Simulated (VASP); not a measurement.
# TiTe2 (P-3m1) in VASP: settings compared, part 2 of 3

VASP 6.6.1.

**3. Relaxation of shape and atoms at fixed volume, PBE+D3(BJ) (volume scaled by 0.97)**

INCAR

```
  ALGO = Normal
  EDIFF = 1E-6
  EDIFFG = -0.01
  ENCUT = 600
  GGA = PE
  IBRION = 2
  ISIF = 4
  ISMEAR = 0
  IVDW = 12
  LASPH = T
  LCHARG = F
  LREAL = F
  LWAVE = F
  NELM = 60
  NSW = 50
  PREC = Accurate
  SIGMA = 0.1
```

KPOINTS

```
k-points
0
Gamma
  12 12 8
```

POSCAR

```
TiTe2
1.0
    3.6586803161      0.0000000000      0.0000000000
   -1.8293401580      3.1685100981      0.0000000000
    0.0000000000      0.0000000000      6.3193818465
Ti Te
1 2
Direct
    0.0000000000      0.0000000000      0.0000000000
    0.6666666667      0.3333333333      0.2712099107
    0.3333333333      0.6666666667      0.7287900893
```

Potentials or basis: VASP PAW PBE potentials, release 64 (Ti_sv, Te).

The run is started by

```bash
> cat potpaw_PBE.64/Ti_sv/POTCAR potpaw_PBE.64/Te/POTCAR > POTCAR
> mpirun -np 1 vasp_std > vasp.out
```

Run time: 15 min. Hardware: 1 thread of AMD EPYC 7R13, shared host; peak memory 0.34 GiB.

The run converged. Its results:

* Free energy: -17.7085 eV
* Energy gained by relaxing: 2.3 meV/atom
* Ionic steps: 6
* Pressure after relaxing: 1.3 GPa
* Band gap on the k mesh: zero (band 12 reaches 8.47 eV, above the bottom of band 13 at 7.61 eV)
* Dispersion energy per atom: -0.539 eV

Forces on the atoms (eV/Å):
```
Ti   0.000  0.000  0.000
Te   0.000  0.000  0.002
Te   0.000  0.000 -0.002
```

Step by step:
```tsv
step	energy change (eV)	largest force (eV/Å)	pressure (GPa)	volume (Å³)
1	0.0000	0.2810	2.17	73.26
2	-0.0054	0.1129	1.75	73.26
3	-0.0062	0.0063	1.41	73.26
4	-0.0062	0.0125	1.43	73.26
5	-0.0067	0.0079	1.38	73.26
6	-0.0069	0.0025	1.35	73.26
```

Final structure:
```cif
data_structure
_symmetry_space_group_name_H-M 'P 1'
_symmetry_Int_Tables_number 1
_cell_length_a 3.6640
_cell_length_b 3.6640
_cell_length_c 6.3009
_cell_angle_alpha 90.000
_cell_angle_beta 90.000
_cell_angle_gamma 120.000
_cell_volume 73.26
loop_
_atom_site_label
_atom_site_type_symbol
_atom_site_fract_x
_atom_site_fract_y
_atom_site_fract_z
_atom_site_occupancy
Ti1 Ti 0.00000 0.00000 0.00000 1
Te1 Te 0.66667 0.33333 0.27524 1
Te2 Te 0.33333 0.66667 0.72476 1
```

Levels at points of the mesh, in eV from the Fermi level:
```
           k point  band 9  band 10  band 11  band 12  band 13  band 14  band 15  band 16
(0.00, 0.00, 0.00)   -1.60     0.21     0.47     0.47     0.85     1.37     1.37     3.11
(0.50, 0.00, 0.00)   -3.04    -2.59    -1.72    -1.23    -0.07     1.34     1.71     2.45
(0.00, 0.00, 0.50)   -1.49    -1.49     0.45     0.45     0.86     0.86     1.15     3.76
(0.50, 0.00, 0.50)   -2.66    -2.15    -0.88    -0.45    -0.39     1.34     1.71     2.57
```

Caveat: the cell differs from its parent crystal (volume scaled by 0.97); spin-orbit coupling is left out, which moves the levels of the heavy elements.

**4. Relaxation of shape and atoms at fixed volume, PBE+D3(BJ) (volume scaled by 1.03)**

INCAR

```
PREC = Accurate ; ENCUT = 600
EDIFF = 1E-7 ; ISMEAR = 0
SIGMA = 0.1 ; LREAL = F
LASPH = T ; NELM = 100
ALGO = Normal ; ISIF = 4
LWAVE = F ; LCHARG = F
GGA = PE ; IVDW = 12
IBRION = 2 ; NSW = 50
EDIFFG = -0.01
```

KPOINTS

```
regular mesh
0
Gamma
  12 12 8
```

POSCAR

```
TiTe2
1.0
    3.7326129689      0.0000000000      0.0000000000
   -1.8663064845      3.2325376536      0.0000000000
    0.0000000000      0.0000000000      6.4470805312
Ti Te
1 2
Direct
    0.0000000000      0.0000000000      0.0000000000
    0.6666666667      0.3333333333      0.2712099107
    0.3333333333      0.6666666667      0.7287900893
```

Potentials or basis: VASP PAW PBE potentials, release 64 (Ti_sv, Te).

The run is started by

```bash
> cat potpaw_PBE.64/Ti_sv/POTCAR potpaw_PBE.64/Te/POTCAR > POTCAR
> mpirun -np 1 vasp_std > vasp.out
```

OUTCAR:

```text
PREC = Accurate
   ENCUT = 600
   EDIFF = 1E-7
   ISMEAR = 0
   LREAL = F
   LASPH = T
   NELM = 100
   ISIF = 4
   GGA = PE
   IVDW = 12
   IBRION = 2
   NSW = 50
   EDIFFG = -0.01
 IVDW          = 12

 ion  position               nearest neighbor table
   1  0.000  0.000  0.000-   2 2.78   3 2.78   2 2.78   3 2.78   2 2.78   3 2.78
   2  0.667  0.333  0.271-   1 2.78   1 2.78   1 2.78   3 3.65   3 3.65   3 3.65
   3  0.333  0.667  0.729-   1 2.78   1 2.78   1 2.78   2 3.65   2 3.65   2 3.65

  LATTYP: Found a hexagonal cell.
 ALAT       =     3.7326129689
 C/A-ratio  =     1.7272298481

  Lattice vectors:

 A1 = (   3.7326129689,   0.0000000000,   0.0000000000)
 A2 = (  -1.8663064845,   3.2325376536,   0.0000000000)
 A3 = (   0.0000000000,   0.0000000000,   6.4470805312)

Analysis of symmetry for initial positions (statically):
=====================================================================
 Subroutine PRICEL returns:
 Original cell was already a primitive cell.

 Routine SETGRP: Setting up the symmetry group for a
 hexagonal supercell.

 Subroutine GETGRP returns: Found 12 space group operations
 (whereof 12 operations were pure point group operations)
 out of a pool of 24 trial point group operations.

The static configuration has the point symmetry D_3d.

Analysis of symmetry for dynamics (positions and initial velocities):
[... 147 lines left out ...]
  energy-cutoff  :      600.00
  volume of cell :       77.79
 maximum number of plane-waves:      2623
 NGX is ok and might be reduce to    30
   NGX = 15   NGY = 15   NGZ = 25

--------------------------------------- Ionic step        1  -------------------------------------------

 number of electron      24.0000003 magnetization

 Free energy of the ion-electron system (eV)
  ---------------------------------------------------
  ext. energy  EPLUGINS =         0.00000000
  ---------------------------------------------------
  free energy    TOTEN  =       -16.18113502 eV

  energy without entropy =      -16.17502713  energy(sigma->0) =      -16.17808108

------------------------ aborting loop because EDIFF is reached ----------------------------------------

 Edisp (eV)   -1.52242

 E8    (eV) :    -0.7056
[... 278 lines left out ...]
--------------------------------------- Ionic step        8  -------------------------------------------

 number of electron      24.0000003 magnetization

 Free energy of the ion-electron system (eV)
  ---------------------------------------------------
  ext. energy  EPLUGINS =         0.00000000
  ---------------------------------------------------
  free energy    TOTEN  =       -16.18735237 eV

  energy without entropy =      -16.18135517  energy(sigma->0) =      -16.18435377

 E-fermi :   7.2294     XC(G=0): -10.0214

 val. band max:        7.2197424018   @ k =   0.4167   0.0000   0.0000
 cond. band min:       7.2341531189   @ k =   0.3333   0.0000   0.5000
 fundamental gap:      0.0144107171
 Fermi energy:         7.2293658458

 k-point     1 :       0.0000    0.0000    0.0000
  band No.  band energies     occupation
      1     -50.2005      2.00000
      2     -26.4630      2.00000
      3     -26.4630      2.00000
      4     -26.4227      2.00000
      5      -5.3680      2.00000
      6      -3.8056      2.00000
[... 433 lines left out ...]
      3     -26.4658      2.00000
      4     -26.4199      2.00000
      5      -5.0069      2.00000
      6      -3.7173      2.00000
[... 8 lines left out ...]
     15       8.5081      0.00000
     16       9.9958      0.00000

 [... further k-points ...]

------------------------ aborting loop because EDIFF is reached ----------------------------------------

 Edisp (eV)   -1.52206

 E8    (eV) :    -0.7054
[... 26 lines left out ...]
  FREE ENERGIE OF THE ION-ELECTRON SYSTEM (eV)
  ---------------------------------------------------
  free  energy   TOTEN  =       -17.7094165728 eV

  energy  without entropy=      -17.7034193715  energy(sigma->0) =      -17.70641797

 reached required accuracy - stopping structural energy minimisation
```

OSZICAR:

```text
N       E                     dE             d eps       ncg     rms          rms(c)
DAV:   1     0.186744110841E+03    0.18674E+03   -0.11917E+04  4192   0.156E+03
[... 76 lines left out ...]
DAV:   2    -0.161889033877E+02    0.10460E-02   -0.27348E-02  4496   0.115E+00    0.317E-01
DAV:   3    -0.161879190706E+02    0.98432E-03   -0.15385E-02  5752   0.798E-01    0.164E-01
DAV:   4    -0.161873807657E+02    0.53830E-03   -0.33104E-03  5336   0.360E-01    0.736E-02
DAV:   5    -0.161873522544E+02    0.28511E-04   -0.19875E-04  4808   0.103E-01    0.178E-02
DAV:   6    -0.161873525675E+02   -0.31316E-06   -0.72439E-06  5616   0.213E-02    0.635E-03
DAV:   7    -0.161873523832E+02    0.18433E-06   -0.22224E-06  4976   0.112E-02    0.168E-03
DAV:   8    -0.161873523690E+02    0.14206E-07   -0.21972E-07  3744   0.389E-03
   8 F= -.17709417E+02 E0= -.17706418E+02  d E =-.904448E-03
```

It took 24 min on 1 thread of AMD EPYC 7R13, shared host; peak memory 0.36 GiB.

Results:

| Item | Value |
| --- | --- |
| Free energy | -17.7094 eV |
| Energy gained by relaxing | 2.0 meV/atom |
| Ionic steps | 8 |
| Pressure after relaxing | -1.1 GPa |
| Band gap on the k mesh | zero (band 12 reaches 7.65 eV, above the bottom of band 13 at 6.87 eV) |
| Dispersion energy per atom | -0.507 eV |

The path:
| step | energy change (eV) | largest force (eV/Å) | pressure (GPa) | volume (Å³) |
| --- | --- | --- | --- | --- |
| 1 | 0.0000 | 0.2325 | -1.97 | 77.79 |
| 2 | -0.0039 | 0.1127 | -1.58 | 77.79 |
| 3 | -0.0049 | 0.0210 | -1.27 | 77.79 |
| 4 | -0.0050 | 0.0147 | -1.26 | 77.79 |
| 5 | -0.0055 | 0.0093 | -1.20 | 77.79 |
| 6 | -0.0058 | 0.0030 | -1.14 | 77.79 |
| 7 | -0.0055 | 0.0081 | -1.01 | 77.79 |
| 8 | -0.0059 | 0.0004 | -1.11 | 77.79 |

Final structure:
```cif
data_structure
_symmetry_space_group_name_H-M 'P 1'
_symmetry_Int_Tables_number 1
_cell_length_a 3.7241
_cell_length_b 3.7241
_cell_length_c 6.4766
_cell_angle_alpha 90.000
_cell_angle_beta 90.000
_cell_angle_gamma 120.000
_cell_volume 77.79
loop_
_atom_site_label
_atom_site_type_symbol
_atom_site_fract_x
_atom_site_fract_y
_atom_site_fract_z
_atom_site_occupancy
Ti1 Ti 0.00000 0.00000 0.00000 1
Te1 Te 0.66667 0.33333 0.26713 1
Te2 Te 0.33333 0.66667 0.73287 1
```

Caveat: the cell differs from its parent crystal (volume scaled by 1.03); spin-orbit coupling is left out, which moves the levels of the heavy elements.

**5. Relaxation of shape and atoms at fixed volume, PBE+D3(BJ) (volume scaled by 1.06)**

INCAR

```
SYSTEM = TiTe2
ALGO = Normal
EDIFF = 1E-6
EDIFFG = -0.01
ENCUT = 600
GGA = PE
IBRION = 2
ISIF = 4
ISMEAR = 0
IVDW = 12
LASPH = .TRUE.
LCHARG = .FALSE.
LREAL = .FALSE.
LWAVE = .FALSE.
NELM = 60
NSW = 50
PREC = Accurate
SIGMA = 0.1
```

KPOINTS

```
k-points
0
G
  12 12 8
  0 0 0
```

POSCAR

```
TiTe2
1.0
    3.7602545326      0.0000000000      0.0000000000
   -1.8801272663      3.2564759499      0.0000000000
    0.0000000000      0.0000000000      6.5376726356
Ti Te
1 2
Direct
    0.0000000000      0.0000000000      0.0000000000
    0.6666666667      0.3333333333      0.2671000235
    0.3333333333      0.6666666667      0.7328999765
```

The run is started by

```bash
> cat potpaw_PBE.64/Ti_sv/POTCAR potpaw_PBE.64/Te/POTCAR > POTCAR
> mpirun -np 1 vasp_std > vasp.out
```

It took 13 min on 1 thread of AMD EPYC 7R13, shared host; peak memory 0.36 GiB.

The run converged. Its results:

| Item | Value |
| --- | --- |
| Free energy | -17.6882 eV |
| Energy gained by relaxing | 2.2 meV/atom |
| Ionic steps | 5 |
| Pressure after relaxing | -1.9 GPa |
| Band gap on the k mesh | zero (band 12 reaches 7.27 eV, above the bottom of band 13 at 6.55 eV) |
| Dispersion energy per atom | -0.493 eV |

Forces on the atoms (eV/Å):
```
Ti   0.000  0.000  0.000
Te   0.000  0.000  0.003
Te   0.000  0.000 -0.003
```

Step by step:
| step | energy change (eV) | largest force (eV/Å) | pressure (GPa) | volume (Å³) |
| --- | --- | --- | --- | --- |
| 1 | 0.0000 | 0.2344 | -2.85 | 80.05 |
| 2 | -0.0041 | 0.1228 | -2.48 | 80.05 |
| 3 | -0.0054 | 0.0119 | -2.10 | 80.05 |
| 4 | -0.0061 | 0.0063 | -2.01 | 80.05 |
| 5 | -0.0067 | 0.0028 | -1.89 | 80.05 |

Final structure:
```
Ti Te
1.0
     3.74702    0.00000    0.00000
    -1.87351    3.24502    0.00000
     0.00000    0.00000    6.58392
Ti Te
1 2
Direct
  0.00000 0.00000 0.00000
  0.66667 0.33333 0.26249
  0.33333 0.66667 0.73751
```

Levels at points of the mesh, in eV from the Fermi level:
```tsv
k point	band 9	band 10	band 11	band 12	band 13	band 14	band 15	band 16
(0.00, 0.00, 0.00)	-1.61	0.28	0.40	0.40	0.40	1.14	1.14	3.09
(0.50, 0.00, 0.00)	-2.71	-2.43	-1.74	-1.06	-0.02	1.18	1.52	2.40
(0.00, 0.00, 0.50)	-1.55	-1.55	0.39	0.39	0.85	0.85	0.97	3.49
(0.50, 0.00, 0.50)	-2.48	-1.99	-1.06	-0.57	-0.32	1.18	1.51	2.63
```

Caveat: the cell differs from its parent crystal (volume scaled by 1.06); spin-orbit coupling is left out, which moves the levels of the heavy elements.

(Part 2 of 3 ends here.)
